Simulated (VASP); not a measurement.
Wanted: the native input for a VASP 6.6.1 run.

```
Task                   : single point
Functional             : PBEsol
Potentials or basis    : VASP PAW PBE potentials, release 64 (Ir)
Cutoff                 : 520 eV
k mesh                 : 22 × 22 × 22
Occupations            : gaussian, width 0.15 eV
Spin                   : no spin polarisation
Dipole correction      : no
Further INCAR settings : ALGO = Normal; EDIFF = 1e-07; NBANDS = 10
```

The structure of Ir lies in POSCAR:

```
Ir
1.0
    0.0000000000      1.9484955000      1.9197000000
    1.9197000000      0.0000000000      1.9197000000
    1.9197000000      1.9484955000      0.0000000000
Ir
1
Direct
    0.0000000000      0.0000000000      0.0000000000
```

This cell differs from its parent crystal: strain +0.0150 x Voigt [0, 1, 0, 0, 0, 0].

The input as run:

INCAR

```
ALGO = Normal ; EDIFF = 1E-7
ENCUT = 520 ; GGA = PS
ISIF = 2 ; ISMEAR = 0
LASPH = True ; LCHARG = True
LELF = True ; LREAL = False
LVHAR = True ; LWAVE = False
NBANDS = 10 ; NELM = 100
PREC = Accurate ; SIGMA = 0.15
```

KPOINTS

```
k-points
0
Gamma
  22 22 22
```

Potentials or basis: VASP PAW PBE potentials, release 64 (Ir).

Command:

```bash
$ cat potpaw_PBE.64/Ir/POTCAR > POTCAR
$ mpirun -np 1 vasp_std > vasp.out
```

Results of the run:

```
Pressure : -7.0 GPa
```

Caveat: the cell differs from its parent crystal (strain +0.0150 x Voigt [0, 1, 0, 0, 0, 0]); the PAW data sets were made with another functional, which shifts forces and pressure a little.

Run time: 66 s on 1 thread of Intel(R) Xeon(R) Platinum 8488C (Sapphire Rapids), with other jobs on the host, peak memory 0.23 GiB.
